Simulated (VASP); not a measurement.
Here is a VASP 6.6.1 calculation.

File POSCAR:

```
CsSnI3
1.0
    6.1783514088      0.0000000000      0.0000000000
    0.0000000000      6.1783514088      0.0000000000
    0.0000000000      0.0000000000      6.1783514088
Cs Sn I
1 1 3
Direct
    0.0000000000      0.0000000000      0.0000000000
    0.5000000000      0.5000000000      0.5000000000
    0.0000000000      0.5000000000      0.5000000000
    0.5000000000      0.0000000000      0.5000000000
    0.5000000000      0.5000000000      0.0000000000
```

Contents of INCAR.step1:

```
SYSTEM = CsSnI3
ALGO     = Normal         ! electronic algorithm
EDIFF    = 1E-4           ! SCF threshold, eV
ENCUT    = 520            ! plane-wave cutoff, eV
GGA      = PE             ! functional
ISMEAR   = 0              ! smearing method
LASPH    = .True.         ! aspherical terms in the spheres
LCHARG   = .False.        ! write CHGCAR
LREAL    = .False.        ! projectors in reciprocal space
LWAVE    = .True.         ! write WAVECAR
NBANDS   = 30             ! bands
NELM     = 80             ! most SCF steps
PREC     = Accurate       ! precision mode
SIGMA    = 0.01           ! smearing width, eV
```

File INCAR.step2:

```
SYSTEM = CsSnI3
ALGO     = Normal         ! electronic algorithm
EDIFF    = 1E-6           ! SCF threshold, eV
ENCUT    = 520            ! plane-wave cutoff, eV
ISIF     = 2              ! what is computed and relaxed
ISMEAR   = 0              ! smearing method
ISTART   = 1            
LASPH    = .True.         ! aspherical terms in the spheres
LCHARG   = .False.        ! write CHGCAR
LMIXTAU  = .True.       
LREAL    = .False.        ! projectors in reciprocal space
LWAVE    = .False.        ! write WAVECAR
METAGGA  = R2SCAN         ! meta-GGA
NBANDS   = 30             ! bands
NELM     = 80             ! most SCF steps
PREC     = Accurate       ! precision mode
SIGMA    = 0.01           ! smearing width, eV
```

Contents of KPOINTS:

```
k-points
0
Gamma
  4 4 4
  0 0 0
```

Potentials or basis: VASP PAW PBE potentials, release 64 (Cs_sv, Sn_d, I).

Command:

```console
$ cat potpaw_PBE.64/Cs_sv/POTCAR potpaw_PBE.64/Sn_d/POTCAR potpaw_PBE.64/I/POTCAR > POTCAR
$ cp INCAR.step1 INCAR
$ mpirun -np 1 vasp_std > vasp.out
$ cp INCAR.step2 INCAR
$ mpirun -np 1 vasp_std > vasp.out
```

Predict the pressure.

0.6 GPa.

What does it give for the band gap on the k mesh?

0.36 eV, direct.

Caveat: the PAW data sets were made with another functional, which shifts forces and pressure a little; spin-orbit coupling is left out, which moves the levels of the heavy elements. A k mesh can miss the band edges.
